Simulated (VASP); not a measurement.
A run of VASP 6.6.1:

Contents of POSCAR:

```
Sb
1.0
    3.1916000000      0.0000000000      0.0000000000
    0.0000000000      3.1600000000      0.0000000000
    0.0000000000      0.0000000000      3.1600000000
Sb
1
Direct
    0.0000000000      0.0000000000      0.0000000000
```

Contents of INCAR.step1:

```
SYSTEM = Sb
PREC = Accurate ; ENCUT = 520
ISMEAR = 0 ; SIGMA = 0.15
LREAL = .False. ; LASPH = .True.
NELM = 80 ; NBANDS = 8
GGA = PE ; ALGO = Normal
EDIFF = 1E-4 ; LWAVE = .True.
LCHARG = .False.
```

The input INCAR.step2:

```
SYSTEM = Sb
PREC = Accurate ; ENCUT = 520
EDIFF = 1E-7 ; ISMEAR = 0
SIGMA = 0.15 ; LREAL = .False.
LASPH = .True. ; NELM = 80
ALGO = Normal ; ISIF = 2
LWAVE = .False. ; LCHARG = .False.
METAGGA = R2SCAN ; LMIXTAU = .True.
NBANDS = 8 ; ISTART = 1
```

The input KPOINTS:

```
regular mesh
0
Gamma
  16 16 16
  0 0 0
```

Potentials or basis: VASP PAW PBE potentials, release 64 (Sb).

Command:

```sh
$ cat potpaw_PBE.64/Sb/POTCAR > POTCAR
$ cp INCAR.step1 INCAR
$ mpirun -np 1 vasp_std > vasp.out
$ cp INCAR.step2 INCAR
$ mpirun -np 1 vasp_std > vasp.out
```

Hardware: 1 thread of Intel(R) Xeon(R) Platinum 8259CL CPU @ 2.50GHz (Skylake/Cascade Lake), on a shared host.

Q: Estimate the wall time of this run.

A: Wall time 2.7 min on 1 thread of Intel(R) Xeon(R) Platinum 8259CL CPU @ 2.50GHz (Skylake/Cascade Lake), with other jobs on the host, peak memory 0.22 GiB. Counts: k points 405.
